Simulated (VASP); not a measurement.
Here is a VASP 6.6.1 calculation.

File INCAR:

```
PREC = Accurate
ENCUT = 520
EDIFF = 1E-8
ISMEAR = -1
SIGMA = 0.05
LREAL = F
LASPH = T
NELM = 100
ALGO = Normal
ISIF = 2
LWAVE = F
LCHARG = F
GGA = PE
NBANDS = 16
IBRION = 8
NSW = 1
```

KPOINTS

```
Automatic mesh
0
Gamma
  6 6 6
```

The input POSCAR:

```
GaSb
1.0
    0.0000000000      3.0590000000      3.0590000000
    3.0590000000      0.0000000000      3.0590000000
    3.0590000000      3.0590000000      0.0000000000
Sb Ga
1 1
Direct
    0.7500000000      0.7500000000      0.7500000000
    0.0000000000      0.0000000000      0.0000000000
```

Potentials or basis: VASP PAW PBE potentials, release 64 (Sb, Ga_d).

Launch:

```sh
$ cat potpaw_PBE.64/Sb/POTCAR potpaw_PBE.64/Ga_d/POTCAR > POTCAR
$ mpirun -np 1 vasp_std > vasp.out
```

Q: What does it give for the highest phonon frequency at Γ, LO-TO splitting left out?

A: 218 cm⁻¹.

Phonon frequencies in cm⁻¹ (negative: imaginary):
| q point | frequencies |
| --- | --- |
| (0.000, 0.000, 0.000) | 0 0 0 218 218 218 |

Caveat: the cell wasn't relaxed at this level first, which shifts response properties.
